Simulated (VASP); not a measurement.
Input of a VASP 6.6.1 run:

The input INCAR:

```
PREC = Accurate
ENCUT = 520
EDIFF = 1E-7
ISMEAR = -1
SIGMA = 0.05
LREAL = False
LASPH = True
NELM = 80
ALGO = Normal
ISIF = 2
LWAVE = False
LCHARG = False
GGA = PS
NBANDS = 28
```

Contents of KPOINTS:

```
Automatic mesh
0
Gamma
  8 8 8
```

Contents of POSCAR:

```
BaTiO3
1.0
    3.9841000000      0.0000000000      0.0000000000
    0.0000000000      2.8370500000      2.7604260000
    0.0000000000     -2.8370500000      2.7604260000
Ba Ti O
1 1 3
Direct
    0.0000000000      0.0000000000      0.0000000000
    0.5000000000      0.5079000000      0.5079000000
    0.0000000000      0.4921000000      0.4921000000
    0.5000000000      0.5025100000      0.9937100000
    0.5000000000      0.9937100000      0.5025100000
```

Potentials or basis: VASP PAW PBE potentials, release 64 (Ba_sv, Ti_sv, O).

Launch:

```bash
$ cat potpaw_PBE.64/Ba_sv/POTCAR potpaw_PBE.64/Ti_sv/POTCAR potpaw_PBE.64/O/POTCAR > POTCAR
$ mpirun -np 1 vasp_std > vasp.out
```

What does it give for the pressure?

3.0 GPa.

Estimate the band gap on the k mesh.

1.83 eV (least direct gap 1.92 eV).

Stress tensor (GPa, compression positive):
```
1.52 0.00 0.00
0.00 0.10 0.00
0.00 0.00 7.25
```

Caveat: the cell differs from its parent crystal (zz strain of -3 %); the stress differs along the axes, from 0 to 7 GPa; the PAW data sets were made with another functional, which shifts forces and pressure a little; spin-orbit coupling is left out, which moves the levels of the heavy elements. A k mesh can miss the band edges.
